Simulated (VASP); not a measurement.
Input of a VASP 6.6.1 run:

INCAR

```
SYSTEM = SiC
PREC = Accurate ; ENCUT = 520
EDIFF = 1E-6 ; ISMEAR = -1
SIGMA = 0.05 ; LREAL = .False.
LASPH = .True. ; NELM = 80
ALGO = Normal ; ISIF = 2
LWAVE = .False. ; LCHARG = .True.
GGA = PS ; LELF = .True.
LVHAR = .True. ; NBANDS = 16
```

KPOINTS

```
regular mesh
0
Gamma
  10 10 5
  0 0 0
```

The input POSCAR:

```
SiC
1.0
    2.9664949243      0.0000000000      0.0000000000
   -1.4832474621      2.5690599646      0.0000000000
    0.0000000000      0.0000000000      4.8633692868
Si C
2 2
Direct
    0.6666666667      0.3333333333      0.5046006403
    0.3333333333      0.6666666667      0.0046006403
    0.6666666667      0.3333333333      0.8803993597
    0.3333333333      0.6666666667      0.3803993597
```

Potentials or basis: VASP PAW PBE potentials, release 64 (Si, C).

Command:

```sh
$ cat potpaw_PBE.64/Si/POTCAR potpaw_PBE.64/C/POTCAR > POTCAR
$ mpirun -np 1 vasp_std > vasp.out
```

What does it give for the pressure?

30.6 GPa.

Estimate the band gap on the k mesh.

2.09 eV (least direct gap 4.06 eV).

Caveat: the cell stands under pressure; the PAW data sets were made with another functional, which shifts forces and pressure a little. PBEsol gaps usually lie below the measured ones, often by a third to a half.
